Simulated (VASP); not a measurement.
Set up this calculation in VASP 6.6.1, as the native input.

| Property | Result |
| --- | --- |
| Task | relaxation of cell and atoms |
| Functional | LDA |
| Potentials or basis | VASP PAW LDA potentials, release 64 (Ti_sv, Si) |
| Cutoff | 600 eV |
| k mesh | 8 × 8 × 8 |
| Occupations | fermi-dirac, width 0.1 eV |
| Spin | no spin polarisation |
| Target pressure | 2 GPa |
| Dipole correction | no |
| Further INCAR settings | ALGO = Normal; EDIFF = 1e-07; IBRION = 2; EDIFFG = -0.01; NSW = 80; ISIF = 3 |

The structure of Ti3Si lies in POSCAR:

```
Ti3Si
1.0
    0.0000000000      3.1443560000      3.1443560000
    3.1443560000      0.0000000000      3.1443560000
    3.1443560000      3.1443560000      0.0000000000
Ti Si
3 1
Direct
    0.7500000000      0.7500000000      0.7500000000
    0.2500000000      0.2500000000      0.2500000000
    0.0000000000      0.0000000000      0.0000000000
    0.5000000000      0.5000000000      0.5000000000
```

These files were run (other wordings do the same):

INCAR

```
SYSTEM = Ti3Si
ALGO = Normal
EDIFF = 1E-7
EDIFFG = -0.01
ENCUT = 600
GGA = CA
IBRION = 2
ISIF = 3
ISMEAR = -1
LASPH = .True.
LCHARG = .False.
LREAL = .False.
LWAVE = .False.
NELM = 60
NSW = 80
PREC = Accurate
PSTRESS = 20.0
SIGMA = 0.1
```

KPOINTS

```
k-points
0
Gamma
  8 8 8
  0 0 0
```

Potentials or basis: VASP PAW LDA potentials, release 64 (Ti_sv, Si).

Command:

```console
$ cat potpaw_LDA.64/Ti_sv/POTCAR potpaw_LDA.64/Si/POTCAR > POTCAR
$ mpirun -np 1 vasp_std > vasp.out
```

Results of the run:

* Relaxed volume: 14.34 Å³/atom
* Relaxed cell: a = 4.329 Å, b = 4.329 Å, c = 4.329 Å, α = 60.00°, β = 60.00°, γ = 60.00°
* Space group after relaxing (to 0.1 Å): Fm-3m (No. 225)
* Energy change on relaxing (the run minimises the enthalpy): -28.3 meV/atom
* Ionic steps: 4
* Pressure after relaxing: 2.1 GPa
* Band gap on the k mesh: zero (bands 20 and 21 overlap by 0.51 eV)

Caveat: the cell is relaxed towards a set pressure, so the run minimises the enthalpy, not the energy.

It took 4.2 min on 1 thread of Intel Xeon 8259CL, with other jobs on the host, peak memory 0.21 GiB.
